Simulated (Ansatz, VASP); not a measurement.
# Si in VASP and in Ansatz

```
Si
1.0
     0.00000   -2.78043   -2.78043
     0.00000    2.78043   -2.78043
     5.56086    0.00000    0.00000
Si
4
Direct
  0.50595 0.52191 0.00000
  0.99405 0.97809 0.50000
  0.00595 0.47809 0.25000
  0.49405 0.02191 0.75000
```

Change from the starting cell: mode 4 frozen in at -0.088 Å, equal normal strain along x, y and z +0.0167.

Alike in both runs: task single point; functional PBE; k mesh 8 × 8 × 6; occupations gaussian, width 0.05 eV; no spin polarisation.

|  | VASP | Ansatz |
| --- | --- | --- |
| version | VASP 6.6.1 | Ansatz 0.2.0 |
| potentials or method | VASP PAW PBE potentials, release 64 (Si), cutoff 520 eV | scalar-relativistic, plane waves, PAW |
| valence electrons in the cell | 16 | 16 |

Ansatz gave:

| Property | Result |
| --- | --- |
| gap on the k mesh at the Fermi level (eV) | 0.67 |
| least direct gap on the mesh (eV) | 0.81 |
| pressure (GPa) | -4.2 |
| traceless stress, the component that is largest in VASP (GPa) | -0.06 |
| rms of the force components (eV/Å) | 0.137 |

Task: Which values does VASP return?

Result: gap on the k mesh at the Fermi level (eV): 0.68; least direct gap on the mesh (eV): 0.81; pressure (GPa): -4.2; traceless stress, the component that is largest in VASP (GPa): -0.06; rms of the force components (eV/Å): 0.138.

Atom by atom the forces differ by 0.001 eV/Å (rms over components). The functional is the same, so the differences come from potentials, cutoffs and numerics.
